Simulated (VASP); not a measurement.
LiBiCl6:

```
Li Bi Cl
1.0
     0.00000    5.25300    5.25300
     5.25300    0.00000    5.25300
     5.25300    5.25300    0.00000
Li Bi Cl
1 1 6
Direct
  0.00000 0.00000 0.00000
  0.50000 0.50000 0.50000
  0.75000 0.25000 0.25000
  0.25000 0.75000 0.75000
  0.25000 0.75000 0.25000
  0.75000 0.25000 0.75000
  0.25000 0.25000 0.75000
  0.75000 0.75000 0.25000
```

| Item | Value |
| --- | --- |
| Program | VASP 6.6.1 |
| Task | relaxation of cell and atoms |
| Functional | PBE |
| Potentials or basis | VASP PAW PBE potentials, release 64 (Li_sv, Bi_d, Cl) |
| Cutoff | 600 eV |
| k mesh | 6 × 6 × 6 |
| Occupations | gaussian, width 0.1 eV |
| Spin | no spin polarisation |

At the start: pressure -1.4 GPa; volume 36.24 Å³/atom.

Task: Where does the relaxation end?

Result: Over 10 steps the energy falls by 16.3 meV/atom and the volume is 34.27 Å³/atom (-5.4 %); space group Fm-3m (No. 225, to 0.05 Å).

Step by step:
| step | energy change (eV) | largest force (eV/Å) | pressure (GPa) | volume (Å³) |
| --- | --- | --- | --- | --- |
| 1 | 0.0000 | 0.3474 | -1.43 | 289.90 |
| 2 | -0.1120 | 0.1828 | -0.54 | 276.53 |
| 3 | -0.1274 | 0.0419 | 0.11 | 269.92 |
| 4 | -0.1275 | 0.0522 | 0.06 | 270.34 |
| 5 | -0.1285 | 0.0412 | 0.06 | 270.84 |
| 6 | -0.1303 | 0.0074 | 0.07 | 272.35 |
| 7 | -0.1290 | 0.0601 | 0.09 | 275.37 |
| 8 | -0.1306 | 0.0154 | 0.07 | 273.28 |
| 9 | -0.1306 | 0.0102 | -0.06 | 274.81 |
| 10 | -0.1307 | 0.0011 | 0.00 | 274.12 |

Final structure:
```
CELL_PARAMETERS angstrom
0.00000 5.15589 5.15589
5.15589 0.00000 5.15589
5.15589 5.15589 0.00000
ATOMIC_POSITIONS crystal
Li 0.00000 0.00000 0.00000
Bi 0.50000 0.50000 0.50000
Cl 0.74602 0.25398 0.25398
Cl 0.25398 0.74602 0.74602
Cl 0.25398 0.74602 0.25398
Cl 0.74602 0.25398 0.74602
Cl 0.25398 0.25398 0.74602
Cl 0.74602 0.74602 0.25398
```

Caveat: the cutoff is under 1.25 times the usual one of these potentials, so pressure, stress and relaxed cells hold a basis-set (Pulay) error.
